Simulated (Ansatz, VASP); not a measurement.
## PbO2 in VASP and in Ansatz

```
Pb O
1.0
     4.98385    0.00000    0.00000
     0.00000    4.98385    0.00000
     0.00000    0.00000    3.40762
Pb O
2 4
Direct
  0.00000 0.00000 0.00000
  0.50000 0.50000 0.50000
  0.30721 0.30721 0.00000
  0.19279 0.80721 0.50000
  0.80721 0.19279 0.50000
  0.69279 0.69279 0.00000
```

Alike in both runs: task single point; functional r2SCAN; k mesh 6 × 6 × 8; occupations fermi-dirac, width 0.02 eV; no spin polarisation.

|  | VASP | Ansatz |
| --- | --- | --- |
| version | VASP 6.6.1 | Ansatz 0.2.0 |
| potentials or method | VASP PAW PBE potentials, release 64 (Pb_d, O) | plane waves, PAW |
| plane-wave cutoff (eV) | 520 | 500 |
| valence electrons in the cell | 52 | 52 |

VASP gave:

```
pressure (GPa)                                                : 0.8
traceless stress, the component that is largest in VASP (GPa) : 0.14
rms of the force components (eV/Å)                            : 0.003
```

Problem. What did Ansatz give for the same quantities?

Solution. Pressure (GPa): -0.1; traceless stress, the component that is largest in VASP (GPa): -0.13; rms of the force components (eV/Å): 0.005.

VASP's potentials were made for PBE, not for r2SCAN. Atom by atom the forces differ by 0.008 eV/Å (rms over components). With one functional, cell and mesh, what is left measures potentials, basis and numerics.

Neither program's run includes spin-orbit coupling.
